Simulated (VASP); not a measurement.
# Fe (P6_3/mmc) in VASP: a series of runs

The runs below take Fe through single point, with PBE.

Program: VASP 6.6.1. These are calculated values, not measurements. Logs are shortened: lines on timing, memory, paths and dates and some standing lists are left out, and cuts for length are marked.

### 1 The cell of the first run

It takes space group P6_3/mmc (No. 194, hexagonal). The conventional cell has a = 2.494 Å, b = 2.494 Å, c = 3.944 Å, α = 90.00°, β = 90.00°, γ = 120.00°. Within 3.2 Å of Fe (site symmetry -6m2) lie 12 Fe at 2.44 to 2.49 Å.

This isn't the form of Fe at room conditions, which is bcc.

### 2 Single point, PBE (10.62 Å³/atom)

The input, INCAR:

```
PREC = Accurate
ENCUT = 520
EDIFF = 1E-6
ISMEAR = -1
SIGMA = 0.1
LREAL = F
LASPH = T
NELM = 60
ALGO = Normal
ISIF = 2
LWAVE = F
LCHARG = F
GGA = PE
NBANDS = 15
```

The input, KPOINTS:

```
regular mesh
0
Gamma
  24 24 13
```

The input, POSCAR:

```
Fe
1.0
    2.4939430268      0.0000000000      0.0000000000
   -1.2469715134      2.1598180168      0.0000000000
    0.0000000000      0.0000000000      3.9437997987
Fe
2
Direct
    0.3333333333      0.6666666667      0.2500000000
    0.6666666667      0.3333333333      0.7500000000
```

Potentials or basis: VASP PAW PBE potentials, release 64 (Fe).

On the command line:

```bash
> cat potpaw_PBE.64/Fe/POTCAR > POTCAR
> mpirun -np 1 vasp_std > vasp.out
```

OUTCAR:

```text
PREC = Accurate
   ENCUT = 520
   EDIFF = 1E-6
   ISMEAR = -1
   LREAL = F
   LASPH = T
   NELM = 60
   ISIF = 2
   GGA = PE

 ion  position               nearest neighbor table
   1  0.333  0.667  0.250-   2 2.44   2 2.44   2 2.44   2 2.44   2 2.44   2 2.44
   2  0.667  0.333  0.750-   1 2.44   1 2.44   1 2.44   1 2.44   1 2.44   1 2.44

  LATTYP: Found a hexagonal cell.
 ALAT       =     2.4939430268
 C/A-ratio  =     1.5813512002

  Lattice vectors:

 A1 = (   2.4939430268,   0.0000000000,   0.0000000000)
 A2 = (  -1.2469715134,   2.1598180168,   0.0000000000)
 A3 = (   0.0000000000,   0.0000000000,   3.9437997987)

Analysis of symmetry for initial positions (statically):
=====================================================================
 Subroutine PRICEL returns:
 Original cell was already a primitive cell.

 Routine SETGRP: Setting up the symmetry group for a
 hexagonal supercell.

 Subroutine GETGRP returns: Found 24 space group operations
 (whereof 12 operations were pure point group operations)
 out of a pool of 24 trial point group operations.

The static configuration has the point symmetry D_3d.
 The point group associated with its full space group is D_6h.

Analysis of symmetry for dynamics (positions and initial velocities):
=====================================================================
 Subroutine PRICEL returns:
 Original cell was already a primitive cell.

 Routine SETGRP: Setting up the symmetry group for a
 hexagonal supercell.

 Subroutine GETGRP returns: Found 24 space group operations
 (whereof 12 operations were pure point group operations)
 out of a pool of 24 trial point group operations.

The dynamic configuration has the point symmetry D_3d.
 The point group associated with its full space group is D_6h.

 Subroutine INISYM returns: Found 24 space group operations
 (whereof 12 operations are pure point group operations),
 and found     1 'primitive' translations

----------------------------------------------------------------------------------------

                                     Primitive cell

  volume of cell :      21.2431

  direct lattice vectors                    reciprocal lattice vectors
     2.493943027  0.000000000  0.000000000     0.400971469  0.231500986  0.000000000
    -1.246971513  2.159818017  0.000000000     0.000000000  0.463001972  0.000000000
     0.000000000  0.000000000  3.943799799     0.000000000  0.000000000  0.253562567

  length of vectors
     2.493943027  2.493943027  3.943799799     0.463001972  0.463001972  0.253562567

  position of ions in fractional coordinates (direct lattice)
     0.333333333  0.666666667  0.250000000
     0.666666667  0.333333333  0.750000000

  ion indices of the primitive-cell ions
   primitive index   ion index
                 1           1
                 2           2

----------------------------------------------------------------------------------------

 KPOINTS: regular mesh

Automatic generation of k-mesh.
 Grid dimensions read from file:
 generate k-points for:   24   24   13

 Generating k-lattice:

  Cartesian coordinates                     Fractional coordinates (reciprocal lattice)
     0.016707145  0.009645874  0.000000000     0.041666667  0.000000000  0.000000000
     0.000000000  0.019291749  0.000000000     0.000000000  0.041666667  0.000000000
     0.000000000  0.000000000  0.019504813     0.000000000  0.000000000  0.076923077

  Length of vectors
     0.019291749  0.019291749  0.019504813

  Shift w.r.t. Gamma in fractional coordinates (k-lattice)
     0.000000000  0.000000000  0.000000000

 Subroutine IBZKPT returns following result:
 ===========================================

 Found    427 irreducible k-points:

 Following reciprocal coordinates:
            Coordinates               Weight
  0.000000  0.000000  0.000000      1.000000
  0.041667  0.000000  0.000000      6.000000
  0.083333  0.000000  0.000000      6.000000
  0.125000  0.000000  0.000000      6.000000
  0.166667  0.000000  0.000000      6.000000
  0.208333  0.000000  0.000000      6.000000
[... 16 lines left out ...]
  0.416667  0.041667  0.000000     12.000000
  0.458333  0.041667  0.000000     12.000000
 [... further k-points ...]
   k-points           NKPTS =    427   k-points in BZ     NKDIM =    427   number of bands    NBANDS=     15
   number of dos      NEDOS =    301   number of ions     NIONS =      2
   total plane-waves  NPLWV =  12000
   dimension x,y,z NGX =    20 NGY =   20 NGZ =   30
   dimension x,y,z NGXF=    40 NGYF=   40 NGZF=   60
   ions per type =               2
   NGX,Y,Z   is equivalent  to a cutoff of  13.33, 13.33, 12.65 a.u.
   NGXF,Y,Z  is equivalent  to a cutoff of  26.66, 26.66, 25.29 a.u.
 SYSTEM =  unknown system
   PREC   = accura    normal or accurate (medium, high low for compatibility)
   ISTART =      0    job   : 0-new  1-cont  2-samecut
   ICHARG =      2    charge: 1-file 2-atom 10-const
   ISPIN  =      1    spin polarized calculation?
   LNONCOLLINEAR =      F non collinear calculations
   LSORBIT =      F    spin-orbit coupling
   LASPH  =      T    aspherical Exc in radial PAW
   ENCUT  =  520.0 eV  38.22 Ry    6.18 a.u.   4.64  4.64  7.33*2*pi/ulx,y,z
   NELM   =     60;   NELMIN=  2; NELMDL= -5     # of ELM steps
   EDIFF  = 0.1E-05   stopping-criterion for ELM
   LREAL  =      F    real-space projection
   EDIFFG = 0.1E-04   stopping-criterion for IOM
   NSW    =      0    number of steps for IOM
   IBRION =     -1    ionic relax: 0-MD 1-quasi-New 2-CG
   NFREE  =      0    steps in history (QN), initial steepest desc. (CG)
   ISIF   =      2    stress and relaxation
   ISYM   =      2    0-nonsym 1-usesym 2-fastsym
   POTIM  = 0.5000    time-step for ionic-motion
   TEBEG  =    0.0;   TEEND  =   0.0 temperature during run
   PSTRESS=    0.0 pullay stress
   NELECT =      16.0000    total number of electrons
   NUPDOWN=      -1.0000    fix difference up-down
   EMIN   =  10.00;   EMAX   =-10.00  energy-range for DOS
   EFERMI =   0.00;   METHOD = LEGACY
   ISMEAR =    -1;   SIGMA  =   0.10  broadening in eV -4-tet -1-fermi 0-gaus
   EFERMI_NEDOS =   21; number of points for ismear=-14 and -15
   IALGO  =     38    algorithm
   IMIX   =      4    mixing-type and parameters
     AMIX     =   0.40;   BMIX     =  1.00
     AMIX_MAG =   1.60;   BMIX_MAG =  1.00
  volume/ion in A,a.u.               =      10.62        71.68
  Fermi-wavevector in a.u.,A,eV,Ry     =   1.489505  2.814756 30.186229  2.218625
  Thomas-Fermi vector in A             =   2.602405
   LORBIT       =      0    0 simple, 1 ext, 2 COOP (PROOUT), +10 PAW based schemes
   GGA     = PE    functional components
   LHFCALC =     F    Hartree Fock is set to
   AEXX    =    0.0000 exact exchange contribution
   IVDW    =     0    specifies the selected vdW correction
   LEPSILON=     F    determine dielectric tensor
   LRPA    =     F    only Hartree local field effects (RPA)
 non-spin polarized calculation
  energy-cutoff  :      520.00
  volume of cell :       21.24
 maximum number of plane-waves:       586
 NGX is ok and might be reduce to    20
   NGX =  9   NGY =  9   NGZ = 15

 number of electron      16.0000007 magnetization

 Free energy of the ion-electron system (eV)
  ---------------------------------------------------
  ext. energy  EPLUGINS =         0.00000000
  ---------------------------------------------------
  free energy    TOTEN  =       -16.31990919 eV

  energy without entropy =      -16.22682684  energy(sigma->0) =      -16.27336801

 E-fermi :   6.4408     XC(G=0): -13.5507

 val. band max:        6.4385242197   @ k =   0.2083   0.0000   0.3846
 cond. band min:       6.4429004726   @ k =   0.0833   0.0000   0.3846
 fundamental gap:      0.0043762529
 Fermi energy:         6.4407599769

 k-point     1 :       0.0000    0.0000    0.0000
  band No.  band energies     occupation
      1      -2.2297      2.00000
      2       1.7610      2.00000
      3       4.8976      2.00000
      4       4.8976      2.00000
      5       5.0132      2.00000
      6       5.3324      1.99997
      7       5.3324      1.99997
      8       5.6521      1.99925
      9       5.6521      1.99925
     10       6.9737      0.00964
     11       7.1133      0.00240
     12       7.1133      0.00240
     13      14.8034      0.00000
     14      28.0116      0.00000
     15      31.5289      0.00000

 k-point     2 :       0.0417    0.0000    0.0000
  band No.  band energies     occupation
      1      -2.1670      2.00000
      2       1.8019      2.00000
      3       4.7903      2.00000
      4       4.9319      2.00000
      5       5.1074      2.00000
      6       5.3143      1.99997
      7       5.3624      1.99996
      8       5.6146      1.99948
      9       5.6282      1.99941
     10       6.3898      1.24951
     11       7.1249      0.00213
     12       7.7719      0.00000
     13      14.8076      0.00000
     14      27.7435      0.00000
     15      30.2992      0.00000

 k-point     3 :       0.0833    0.0000    0.0000
  band No.  band energies     occupation
      1      -1.9808      2.00000
      2       1.9202      2.00000
      3       4.6219      2.00000
      4       5.0335      2.00000
      5       5.2191      1.99999
      6       5.2859      1.99998
      7       5.4315      1.99992
      8       5.4510      1.99990
      9       5.5605      1.99970
     10       5.9066      1.99047
     11       7.1566      0.00155
     12       8.5505      0.00000
     13      14.8214      0.00000
     14      26.7774      0.00000
     15      29.2138      0.00000

 k-point     4 :       0.1250    0.0000    0.0000
  band No.  band energies     occupation
      1      -1.6763      2.00000
      2       2.1009      2.00000
      3       4.4324      2.00000
      4       5.0001      2.00000
      5       5.1653      1.99999
      6       5.1981      1.99999
      7       5.4147      1.99993
      8       5.4592      1.99989
      9       5.5940      1.99958
     10       5.7000      1.99879
     11       7.2010      0.00100
     12       9.3786      0.00000
     13      14.8478      0.00000
     14      25.2096      0.00000
     15      28.3486      0.00000
[... 307 lines left out ...]
 k-point    22 :       0.3750    0.0417    0.0000
  band No.  band energies     occupation
      1       1.7373      2.00000
      2       2.4526      2.00000
      3       2.7391      2.00000
      4       4.1336      2.00000
      5       4.6797      2.00000
      6       5.0848      2.00000
      7       5.2945      1.99998
      8       6.9756      0.00946
      9       7.0688      0.00374
     10       7.4244      0.00011
     11       7.7189      0.00001
     12      13.2967      0.00000
     13      15.6486      0.00000
     14      17.3353      0.00000
     15      21.8697      0.00000

 k-point    23 :       0.4167    0.0417    0.0000
  band No.  band energies     occupation
      1       2.0137      2.00000
      2       2.3527      2.00000
      3       2.6152      2.00000
      4       4.3055      2.00000
      5       4.6301      2.00000
      6       5.0314      2.00000
      7       5.3894      1.99995
      8       7.1302      0.00202
      9       7.2723      0.00049
     10       7.4354      0.00010
     11       8.3382      0.00000
     12      12.1352      0.00000
     13      16.5918      0.00000
     14      17.6914      0.00000
     15      21.2919      0.00000

 k-point    24 :       0.4583    0.0417    0.0000
  band No.  band energies     occupation
      1       2.1696      2.00000
      2       2.2678      2.00000
      3       2.5531      2.00000
      4       4.4244      2.00000
      5       4.6050      2.00000
      6       5.0037      2.00000
      7       5.4394      1.99991
      8       7.2101      0.00091
      9       7.3782      0.00017
     10       7.4407      0.00009
     11       8.9331      0.00000
     12      11.2353      0.00000
     13      17.2876      0.00000
     14      18.0173      0.00000
     15      20.5179      0.00000

 [... further k-points ...]

------------------------ aborting loop because EDIFF is reached ----------------------------------------

  FORCE on cell =-STRESS in cart. coord.  units (eV):
  Direction    XX          YY          ZZ          XY          YZ          ZX
  --------------------------------------------------------------------------------------
  -------------------------------------------------------------------------------------
  Total       -1.4102395     -1.4102395     -1.4663742     -0.0000000     -0.0000000      0.0000000
  in kB     -106.3616138   -106.3616138   -110.5953462     -0.0000000     -0.0000000      0.0000000
  external PRESSURE =    -107.7728579 kB  Pullay stress =       0.0000000 kB

 VOLUME and BASIS-vectors are now :
 -----------------------------------------------------------------------------
  energy-cutoff  :      520.00
  volume of cell :       21.24
      direct lattice vectors                 reciprocal lattice vectors
     2.493943027  0.000000000  0.000000000     0.400971469  0.231500986  0.000000000
    -1.246971513  2.159818017  0.000000000     0.000000000  0.463001972  0.000000000
     0.000000000  0.000000000  3.943799799     0.000000000  0.000000000  0.253562567

 POSITION                                       TOTAL-FORCE (eV/Angst)
 -----------------------------------------------------------------------------------
     -0.00000      1.43988      0.98595         0.000000     -0.000000      0.000000
      1.24697      0.71994      2.95785        -0.000000      0.000000      0.000000
 -----------------------------------------------------------------------------------
    total drift:                               -0.000000      0.000000     -0.000000

  FREE ENERGIE OF THE ION-ELECTRON SYSTEM (eV)
  ---------------------------------------------------
  free  energy   TOTEN  =       -16.3199091928 eV

  energy  without entropy=      -16.2268268355  energy(sigma->0) =      -16.27336801
```

Run time: 51 s. Hardware: 1 thread of Intel Xeon 6975P-C (Granite Rapids), shared host; peak memory 0.22 GiB.

Results:

```yaml
Free_energy: -16.3199 eV
Pressure: -10.8 GPa
Band_gap_on_the_k_mesh: zero (bands 8 and 9 overlap by 1.76 eV)
```

Caveat: the cell stands under tension; the run has no spin polarisation, though such a crystal can be magnetic. Spin polarisation is off, so any magnetic state and its effect on volume and gap are missing.

(Continued in part 2 of 2.)
